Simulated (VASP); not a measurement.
Runs of VASP 6.6.1 on Se. The structure is that of space group Fd-3m (No. 227), or close to it. The cells are those of the table. 

```csv
task,cell,cutoff (eV),gap on the mesh (eV),pressure (GPa)
single point,"a = 3.028 Å, angles 60.0°, 2 atoms",520,none,(a)
relaxation of cell and atoms,"relaxed to 450 GPa from a = 3.026 Å, angles 60.0°, 2 atoms",600,none,450.0
relaxation of cell and atoms,"relaxed to 450 GPa from a = 2.900 Å, angles 60.0°, 2 atoms",600,none,450.1
single point,"a = 3.026 Å, angles 60.0°, 2 atoms",520,none,466.6
```

Alike in all rows: level PBEsol; potentials or basis VASP PAW PBE potentials, release 64 (Se); no spin polarisation; k mesh 15 × 15 × 15; smearing fermi-dirac 0.05 eV.

Q: Fill in the values left out.

A: (a) 464.1.

Caveats: the PAW data sets were made with another functional, which shifts forces and pressure a little; the cell is relaxed towards a set pressure, so the enthalpy falls and the energy may rise (some runs).

A k mesh can miss the band edges, and the runs leave out spin-orbit coupling on Se.

A gap of «none» marks levels without a gap at the run's occupations.
